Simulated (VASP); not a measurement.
A run of VASP 6.6.1 is set up as follows.

INCAR

```
SYSTEM = Ge
ALGO = Normal
EDIFF = 1E-6
ENCUT = 520
GGA = PE
ISIF = 2
ISMEAR = 0
LASPH = .True.
LCHARG = .False.
LREAL = .False.
LWAVE = .False.
NBANDS = 21
NELM = 80
PREC = Accurate
SIGMA = 0.1
```

Contents of KPOINTS:

```
k-points
0
Gamma
  16 16 16
  0 0 0
```

The input POSCAR:

```
Ge
1.0
   -2.5527178366      2.5527178366      1.3913934234
    2.5527178366     -2.5527178366      1.3913934234
    2.5527178366      2.5527178366     -1.3913934234
Ge
2
Direct
    0.2500000000      0.7500000000      0.5000000000
    0.5000000000      0.5000000000      0.0000000000
```

Potentials or basis: VASP PAW PBE potentials, release 64 (Ge_d).

Run with:

```console
$ cat potpaw_PBE.64/Ge_d/POTCAR > POTCAR
$ mpirun -np 1 vasp_std > vasp.out
```

(1) What does it give for the band gap on the k mesh?

(2) What does it give for the pressure?

Results:

(1) zero (bands 14 and 15 overlap by 5.46 eV).

(2) 4.8 GPa.

Caveat: the cell stands under pressure.
